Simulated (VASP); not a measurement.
# Ru (P6_3/mmc) in VASP: further runs

The runs below take Ru through single point, with PBEsol.

Everything below comes from runs of VASP 6.6.1. Logs are shortened: lines on timing, memory, paths and dates and some standing lists are left out, and cuts for length are marked.

### 1 The cell of the first run

It takes space group P6_3/mmc (No. 194, hexagonal). The conventional cell has a = 2.645 Å, b = 2.645 Å, c = 4.115 Å, α = 90.00°, β = 90.00°, γ = 120.00°. Within 3.4 Å of Ru (site symmetry -6m2) lie 12 Ru at 2.56 to 2.65 Å.

### 2 Single point, PBEsol (volume 12.468 Å^3 an atom, c/a of the conventional cell 1.5558)

Contents of INCAR:

```
SYSTEM = Ru
PREC = Accurate
ENCUT = 520
EDIFF = 1E-6
ISMEAR = 0
SIGMA = 0.15
LREAL = .False.
LASPH = .True.
NELM = 80
ALGO = Fast
ISIF = 2
LWAVE = .False.
LCHARG = .True.
GGA = PS
LELF = .True.
LVHAR = .True.
NBANDS = 21
```

Contents of KPOINTS:

```
regular mesh
0
Gamma
  21 21 12
  0 0 0
```

Contents of POSCAR:

```
Ru
1.0
    2.6451326941      0.0000000000      0.0000000000
   -1.3225663470      2.2907521095      0.0000000000
    0.0000000000      0.0000000000      4.1152974455
Ru
2
Direct
    0.3333333333      0.6666666667      0.2500000000
    0.6666666667      0.3333333333      0.7500000000
```

Potentials or basis: VASP PAW PBE potentials, release 64 (Ru_pv).

Command:

```console
> cat potpaw_PBE.64/Ru_pv/POTCAR > POTCAR
> mpirun -np 1 vasp_std > vasp.out
```

OUTCAR:

```text
SYSTEM = Ru
   PREC = Accurate
   ENCUT = 520
   EDIFF = 1E-6
   ISMEAR = 0
   LREAL = .False.
   LASPH = .True.
   NELM = 80
   ISIF = 2
   GGA = PS

 ion  position               nearest neighbor table
   1  0.333  0.667  0.250-   2 2.56   2 2.56   2 2.56   2 2.56   2 2.56   2 2.56
   2  0.667  0.333  0.750-   1 2.56   1 2.56   1 2.56   1 2.56   1 2.56   1 2.56

  LATTYP: Found a hexagonal cell.
 ALAT       =     2.6451326941
 C/A-ratio  =     1.5558000000

  Lattice vectors:

 A1 = (   2.6451326941,   0.0000000000,   0.0000000000)
 A2 = (  -1.3225663470,   2.2907521095,   0.0000000000)
 A3 = (   0.0000000000,   0.0000000000,   4.1152974455)

Analysis of symmetry for initial positions (statically):
=====================================================================
 Subroutine PRICEL returns:
 Original cell was already a primitive cell.

 Routine SETGRP: Setting up the symmetry group for a
 hexagonal supercell.

 Subroutine GETGRP returns: Found 24 space group operations
 (whereof 12 operations were pure point group operations)
 out of a pool of 24 trial point group operations.

The static configuration has the point symmetry D_3d.
 The point group associated with its full space group is D_6h.

Analysis of symmetry for dynamics (positions and initial velocities):
=====================================================================
 Subroutine PRICEL returns:
 Original cell was already a primitive cell.

 Routine SETGRP: Setting up the symmetry group for a
 hexagonal supercell.

 Subroutine GETGRP returns: Found 24 space group operations
 (whereof 12 operations were pure point group operations)
 out of a pool of 24 trial point group operations.

The dynamic configuration has the point symmetry D_3d.
 The point group associated with its full space group is D_6h.

 Subroutine INISYM returns: Found 24 space group operations
 (whereof 12 operations are pure point group operations),
 and found     1 'primitive' translations

----------------------------------------------------------------------------------------

                                     Primitive cell

  volume of cell :      24.9360

  direct lattice vectors                    reciprocal lattice vectors
     2.645132694  0.000000000  0.000000000     0.378052868  0.218268925  0.000000000
    -1.322566347  2.290752110  0.000000000     0.000000000  0.436537850  0.000000000
     0.000000000  0.000000000  4.115297446     0.000000000  0.000000000  0.242995801

  length of vectors
     2.645132694  2.645132694  4.115297446     0.436537850  0.436537850  0.242995801

  position of ions in fractional coordinates (direct lattice)
     0.333333333  0.666666667  0.250000000
     0.666666667  0.333333333  0.750000000

  ion indices of the primitive-cell ions
   primitive index   ion index
                 1           1
                 2           2

----------------------------------------------------------------------------------------

 KPOINTS: regular mesh

Automatic generation of k-mesh.
 Grid dimensions read from file:
 generate k-points for:   21   21   12

 Generating k-lattice:

  Cartesian coordinates                     Fractional coordinates (reciprocal lattice)
     0.018002518  0.010393758  0.000000000     0.047619048  0.000000000  0.000000000
     0.000000000  0.020787517  0.000000000     0.000000000  0.047619048  0.000000000
     0.000000000  0.000000000  0.020249650     0.000000000  0.000000000  0.083333333

  Length of vectors
     0.020787517  0.020787517  0.020249650

  Shift w.r.t. Gamma in fractional coordinates (k-lattice)
     0.000000000  0.000000000  0.000000000

 Subroutine IBZKPT returns following result:
 ===========================================

 Found    336 irreducible k-points:

 Following reciprocal coordinates:
            Coordinates               Weight
  0.000000  0.000000  0.000000      1.000000
  0.047619  0.000000  0.000000      6.000000
  0.095238  0.000000  0.000000      6.000000
  0.142857  0.000000  0.000000      6.000000
  0.190476  0.000000  0.000000      6.000000
  0.238095 -0.000000  0.000000      6.000000
[... 16 lines left out ...]
  0.142857  0.095238  0.000000     12.000000
  0.190476  0.095238  0.000000     12.000000
 [... further k-points ...]
   k-points           NKPTS =    336   k-points in BZ     NKDIM =    336   number of bands    NBANDS=     21
   number of dos      NEDOS =    301   number of ions     NIONS =      2
   total plane-waves  NPLWV =  12800
   dimension x,y,z NGX =    20 NGY =   20 NGZ =   32
   dimension x,y,z NGXF=    40 NGYF=   40 NGZF=   64
   ions per type =               2
   NGX,Y,Z   is equivalent  to a cutoff of  12.57, 12.57, 12.93 a.u.
   NGXF,Y,Z  is equivalent  to a cutoff of  25.14, 25.14, 25.85 a.u.
 SYSTEM =  Ru
   PREC   = accura    normal or accurate (medium, high low for compatibility)
   ISTART =      0    job   : 0-new  1-cont  2-samecut
   ICHARG =      2    charge: 1-file 2-atom 10-const
[... 40 lines left out ...]
  energy-cutoff  :      520.00
  volume of cell :       24.94
 maximum number of plane-waves:       699
 NGX is ok and might be reduce to    20
   NGX =  9   NGY =  9   NGZ = 15

 number of electron      28.0000002 magnetization

 Free energy of the ion-electron system (eV)
  ---------------------------------------------------
  ext. energy  EPLUGINS =         0.00000000
  ---------------------------------------------------
  free energy    TOTEN  =       -20.20496254 eV

  energy without entropy =      -20.18759967  energy(sigma->0) =      -20.19628110

 E-fermi :  14.3403     XC(G=0): -14.8134

 val. band max:       14.3375934880   @ k =   0.1429   0.1429   0.0000
 cond. band min:      14.3412524272   @ k =   0.2857   0.1905   0.2500
 fundamental gap:      0.0036589392
 Fermi energy:        14.3402530239

 k-point     1 :       0.0000    0.0000    0.0000
  band No.  band energies     occupation
      1     -29.6763      2.00000
      2     -28.4343      2.00000
      3     -28.4343      2.00000
      4     -28.1922      2.00000
      5     -28.1922      2.00000
      6     -28.1080      2.00000
[... 13 lines left out ...]
     20      24.5124      0.00000
     21      25.9306      0.00000

 k-point     2 :       0.0476    0.0000    0.0000
  band No.  band energies     occupation
      1     -29.6659      2.00000
      2     -28.4555      2.00000
      3     -28.4417      2.00000
      4     -28.2145      2.00000
      5     -28.1947      2.00000
      6     -28.1131      2.00000
[... 13 lines left out ...]
     20      24.5124      0.00000
     21      25.9199      0.00000

 k-point     3 :       0.0952    0.0000    0.0000
  band No.  band energies     occupation
      1     -29.6354      2.00000
      2     -28.5173      2.00000
      3     -28.4631      2.00000
      4     -28.2789      2.00000
      5     -28.2023      2.00000
      6     -28.1287      2.00000
[... 13 lines left out ...]
     20      24.5123      0.00000
     21      25.8804      0.00000

 k-point     4 :       0.1429    0.0000    0.0000
  band No.  band energies     occupation
      1     -29.5860      2.00000
      2     -28.6142      2.00000
      3     -28.4957      2.00000
      4     -28.3783      2.00000
      5     -28.2148      2.00000
      6     -28.1546      2.00000
[... 13 lines left out ...]
     20      24.5122      0.00000
     21      25.7986      0.00000

 k-point     5 :       0.1905    0.0000    0.0000
  band No.  band energies     occupation
      1     -29.5198      2.00000
      2     -28.7375      2.00000
      3     -28.5362      2.00000
      4     -28.5021      2.00000
      5     -28.2318      2.00000
      6     -28.1908      2.00000
[... 13 lines left out ...]
     20      24.5121      0.00000
     21      25.6714      0.00000
[... 382 lines left out ...]
     20      27.3964      0.00000
     21      27.4889      0.00000

 k-point    22 :       0.0952    0.0952    0.0000
  band No.  band energies     occupation
      1     -29.5572      2.00000
      2     -28.6486      2.00000
      3     -28.5592      2.00000
      4     -28.3952      2.00000
      5     -28.2361      2.00000
      6     -28.1702      2.00000
[... 13 lines left out ...]
     20      24.5122      0.00000
     21      25.7510      0.00000

 k-point    23 :       0.1429    0.0952    0.0000
  band No.  band energies     occupation
      1     -29.4923      2.00000
      2     -28.7518      2.00000
      3     -28.6497      2.00000
      4     -28.4647      2.00000
      5     -28.2629      2.00000
      6     -28.2063      2.00000
[... 13 lines left out ...]
     20      24.5121      0.00000
     21      25.6370      0.00000

 k-point    24 :       0.1905    0.0952    0.0000
  band No.  band energies     occupation
      1     -29.4138      2.00000
      2     -28.8769      2.00000
      3     -28.7469      2.00000
      4     -28.5378      2.00000
      5     -28.2908      2.00000
      6     -28.2524      2.00000
[... 13 lines left out ...]
     20      24.5119      0.00000
     21      25.5118      0.00000

 [... further k-points ...]

------------------------ aborting loop because EDIFF is reached ----------------------------------------

  FORCE on cell =-STRESS in cart. coord.  units (eV):
  Direction    XX          YY          ZZ          XY          YZ          ZX
  --------------------------------------------------------------------------------------
  -------------------------------------------------------------------------------------
  Total        3.7256170      3.7256170      5.3492234      0.0000000      0.0000000      0.0000000
  in kB      239.3767695    239.3767695    343.6960422      0.0000000      0.0000000      0.0000000
  external PRESSURE =     274.1498604 kB  Pullay stress =       0.0000000 kB

 VOLUME and BASIS-vectors are now :
 -----------------------------------------------------------------------------
  energy-cutoff  :      520.00
  volume of cell :       24.94
      direct lattice vectors                 reciprocal lattice vectors
     2.645132694  0.000000000  0.000000000     0.378052868  0.218268925  0.000000000
    -1.322566347  2.290752110  0.000000000     0.000000000  0.436537850  0.000000000
     0.000000000  0.000000000  4.115297446     0.000000000  0.000000000  0.242995801

 POSITION                                       TOTAL-FORCE (eV/Angst)
 -----------------------------------------------------------------------------------
     -0.00000      1.52717      1.02882        -0.000000     -0.000000      0.000000
      1.32257      0.76358      3.08647         0.000000      0.000000      0.000000
 -----------------------------------------------------------------------------------
    total drift:                               -0.000000      0.000000     -0.000000

  FREE ENERGIE OF THE ION-ELECTRON SYSTEM (eV)
  ---------------------------------------------------
  free  energy   TOTEN  =       -20.2049625356 eV

  energy  without entropy=      -20.1875996737  energy(sigma->0) =      -20.19628110
```

Run time: 69 s. Hardware: 1 thread of Intel Xeon 6975P-C (Granite Rapids), shared host; peak memory 0.24 GiB.

What came out:

```yaml
Free_energy: -20.2050 eV
Pressure: 27.4 GPa
Band_gap_on_the_k_mesh: zero (band 14 reaches 16.06 eV, above the bottom of band 15 at 12.38 eV)
```

Stress tensor (GPa, compression positive):
```
23.94  0.00  0.00
 0.00 23.94  0.00
 0.00  0.00 34.37
```

Caveat: the PAW data sets were made with another functional, which shifts forces and pressure a little.

### 3 Single point, PBEsol (volume 12.468 Å^3 an atom, c/a of the conventional cell 1.4592)

Contents of INCAR:

```
SYSTEM = Ru
PREC = Accurate
ENCUT = 520
EDIFF = 1E-7
ISMEAR = 0
SIGMA = 0.15
LREAL = .FALSE.
LASPH = .TRUE.
NELM = 80
ALGO = Fast
ISIF = 2
LWAVE = .FALSE.
LCHARG = .FALSE.
GGA = PS
NBANDS = 21
```

Contents of KPOINTS:

```
regular mesh
0
G
  21 21 12
  0 0 0
```

Contents of POSCAR:

```
Ru
1.0
    2.7022598726      0.0000000000      0.0000000000
   -1.3511299363      2.3402256973      0.0000000000
    0.0000000000      0.0000000000      3.9431376061
Ru
2
Direct
    0.3333333333      0.6666666667      0.2500000000
    0.6666666667      0.3333333333      0.7500000000
```

Potentials or basis: VASP PAW PBE potentials, release 64 (Ru_pv).

Command:

```console
> cat potpaw_PBE.64/Ru_pv/POTCAR > POTCAR
> mpirun -np 1 vasp_std > vasp.out
```

Run time: 80 s. Hardware: 1 thread of Intel Xeon 6975P-C (Granite Rapids), shared host; peak memory 0.24 GiB.

The run converged. Its results:

* Free energy: -20.0117 eV
* Pressure: 31.3 GPa
* Band gap on the k mesh: zero (band 14 reaches 15.86 eV, above the bottom of band 15 at 12.36 eV)

Stress tensor (GPa, compression positive):
```
15.73  0.00  0.00
 0.00 15.73  0.00
 0.00  0.00 62.51
```

Levels at points of the mesh, in eV from the Fermi level:
| k point | band 12 | band 13 | band 14 | band 15 | band 16 | band 17 |
| --- | --- | --- | --- | --- | --- | --- |
| (0.00, 0.00, 0.00) | -2.31 | -2.12 | -2.12 | -1.94 | 1.30 | 1.30 |
| (0.00, 0.00, 0.50) | -3.58 | -2.53 | -2.53 | 0.75 | 0.75 | 0.75 |

Caveat: the PAW data sets were made with another functional, which shifts forces and pressure a little.

### 4 Single point, PBEsol (volume 12.468 Å^3 an atom, c/a of the conventional cell 1.5067)

Changes to INCAR since step 3:

```diff
@@ -3,3 +3,3 @@
 ENCUT = 520
-EDIFF = 1E-7
+EDIFF = 1E-6
 ISMEAR = 0
@@ -8,3 +8,3 @@
 LASPH = .TRUE.
-NELM = 80
+NELM = 100
 ALGO = Fast
```

KPOINTS is that of step 3.

Contents of POSCAR:

```
Ru
1.0
    2.6735591061      0.0000000000      0.0000000000
   -1.3367795530      2.3153701044      0.0000000000
    0.0000000000      0.0000000000      4.0282515051
Ru
2
Direct
    0.3333333333      0.6666666667      0.2500000000
    0.6666666667      0.3333333333      0.7500000000
```

Command:

```console
> cat potpaw_PBE.64/Ru_pv/POTCAR > POTCAR
> mpirun -np 1 vasp_std > vasp.out
```

It took 73 s on 1 thread of Intel Xeon 6975P-C (Granite Rapids), shared host; peak memory 0.24 GiB.

The run converged. Its results:

```yaml
Free_energy: -20.1387 eV
Pressure: 28.9 GPa
Band_gap_on_the_k_mesh: zero (band 14 reaches 15.90 eV, above the bottom of band 15 at 12.27 eV)
```

Stress tensor (GPa, compression positive):
```
19.14  0.00  0.00
 0.00 19.14  0.00
 0.00  0.00 48.46
```

Levels at points of the mesh, in eV from the Fermi level:
```
           k point  band 11  band 12  band 13  band 14  band 15  band 16  band 17  band 18
(0.00, 0.00, 0.00)    -2.27    -2.14    -2.14    -2.03    -2.03     1.31     1.31     1.97
(0.00, 0.00, 0.50)    -3.40    -3.40    -2.73    -2.73     0.69     0.69     0.69     0.69
```

Caveat: the PAW data sets were made with another functional, which shifts forces and pressure a little.

### 5 Single point, PBEsol (volume 12.468 Å^3 an atom, c/a of the conventional cell 1.5311)

Contents of INCAR:

```
SYSTEM = Ru
ALGO     = Fast           ! electronic algorithm
EDIFF    = 1E-6           ! SCF threshold, eV
ENCUT    = 520            ! plane-wave cutoff, eV
GGA      = PS             ! functional
ISIF     = 2              ! what is computed and relaxed
ISMEAR   = 0              ! smearing method
LASPH    = .True.         ! aspherical terms in the spheres
LCHARG   = .False.        ! write CHGCAR
LREAL    = .False.        ! projectors in reciprocal space
LWAVE    = .False.        ! write WAVECAR
NBANDS   = 21             ! bands
NELM     = 60             ! most SCF steps
PREC     = Accurate       ! precision mode
SIGMA    = 0.15           ! smearing width, eV
```

Contents of KPOINTS:

```
k-points
0
Gamma
  21 21 12
  0 0 0
```

Contents of POSCAR:

```
Ru
1.0
    2.6592808146      0.0000000000      0.0000000000
   -1.3296404073      2.3030047413      0.0000000000
    0.0000000000      0.0000000000      4.0716248552
Ru
2
Direct
    0.3333333333      0.6666666667      0.2500000000
    0.6666666667      0.3333333333      0.7500000000
```

Command:

```console
> cat potpaw_PBE.64/Ru_pv/POTCAR > POTCAR
> mpirun -np 1 vasp_std > vasp.out
```

Run time: 77 s. Hardware: 1 thread of Intel Xeon 6975P-C (Granite Rapids), shared host; peak memory 0.24 GiB.

The run converged. Its results:

```yaml
Free_energy: -20.1798 eV
Pressure: 28.0 GPa
Band_gap_on_the_k_mesh: zero (band 14 reaches 15.98 eV, above the bottom of band 15 at 12.40 eV)
```

Stress tensor (GPa, compression positive):
```
21.40  0.00  0.00
 0.00 21.40  0.00
 0.00  0.00 41.33
```

Levels at points of the mesh, in eV from the Fermi level:
```tsv
k point	band 12	band 13	band 14	band 15	band 16	band 17
(0.00, 0.00, 0.00)	-2.16	-2.16	-1.89	-1.89	1.32	1.32
(0.00, 0.00, 0.50)	-3.32	-2.83	-2.83	0.66	0.66	0.66
```

Caveat: the PAW data sets were made with another functional, which shifts forces and pressure a little.

### 6 Single point, PBEsol (volume 12.468 Å^3 an atom, c/a of the conventional cell 1.6325)

Contents of INCAR:

```
SYSTEM = Ru
PREC = Accurate
ENCUT = 520
EDIFF = 1E-6
ISMEAR = 0
SIGMA = 0.15
LREAL = .False.
LASPH = .True.
NELM = 80
ALGO = Fast
ISIF = 2
LWAVE = .False.
LCHARG = .False.
GGA = PS
NBANDS = 21
```

Contents of KPOINTS:

```
regular mesh
0
Gamma
  21 21 12
  0 0 0
```

Contents of POSCAR:

```
Ru
1.0
    2.6030408835      0.0000000000      0.0000000000
   -1.3015204417      2.2542995322      0.0000000000
    0.0000000000      0.0000000000      4.2494642422
Ru
2
Direct
    0.3333333333      0.6666666667      0.2500000000
    0.6666666667      0.3333333333      0.7500000000
```

Potentials or basis: VASP PAW PBE potentials, release 64 (Ru_pv).

Command:

```console
> cat potpaw_PBE.64/Ru_pv/POTCAR > POTCAR
> mpirun -np 1 vasp_std > vasp.out
```

Wall time 74 s (1 thread of Intel Xeon 6975P-C (Granite Rapids), shared host); peak memory 0.24 GiB.

It converged, with:

```yaml
Free_energy: -20.1842 eV
Pressure: 26.9 GPa
Band_gap_on_the_k_mesh: zero (band 14 reaches 16.20 eV, above the bottom of band 15 at 12.64 eV)
```

Stress tensor (GPa, compression positive):
```
33.24  0.00  0.00
 0.00 33.24  0.00
 0.00  0.00 14.34
```

Levels at points of the mesh, in eV from the Fermi level:
```csv
k point,band 11,band 12,band 13,band 14,band 15,band 16,band 17,band 18
"(0.00, 0.00, 0.00)",-2.95,-2.24,-2.24,-1.32,-1.32,0.97,1.36,1.36
"(0.00, 0.00, 0.50)",-3.05,-3.05,-3.05,-3.05,0.62,0.62,0.62,0.62
```

Caveat: the PAW data sets were made with another functional, which shifts forces and pressure a little.

### 7 Summary

```csv
cell,further INCAR settings,gap on the mesh (eV),pressure (GPa)
"a = 2.645, b = 2.645, c = 4.115 Å, angles 90.0, 90.0, 120.0°, 2 atoms",ALGO = Fast; EDIFF = 1e-06; NBANDS = 21,none,27.4
"a = 2.702, b = 2.702, c = 3.943 Å, angles 90.0, 90.0, 120.0°, 2 atoms",ALGO = Fast; EDIFF = 1e-07; NBANDS = 21,none,31.3
"a = 2.674, b = 2.674, c = 4.028 Å, angles 90.0, 90.0, 120.0°, 2 atoms",ALGO = Fast; EDIFF = 1e-06; NBANDS = 21,none,28.9
"a = 2.659, b = 2.659, c = 4.072 Å, angles 90.0, 90.0, 120.0°, 2 atoms",ALGO = Fast; EDIFF = 1e-06; NBANDS = 21,none,28.0
"a = 2.603, b = 2.603, c = 4.249 Å, angles 90.0, 90.0, 120.0°, 2 atoms",ALGO = Fast; EDIFF = 1e-06; NBANDS = 21,none,26.9
```

Alike in all rows: task single point; level PBEsol; potentials or basis VASP PAW PBE potentials, release 64 (Ru_pv); no spin polarisation; k mesh 21 × 21 × 12; cutoff (eV) 520; smearing gaussian 0.15 eV.

Caveats: the PAW data sets were made with another functional, which shifts forces and pressure a little.

Absolute energies hang on the potentials; compare differences alone.
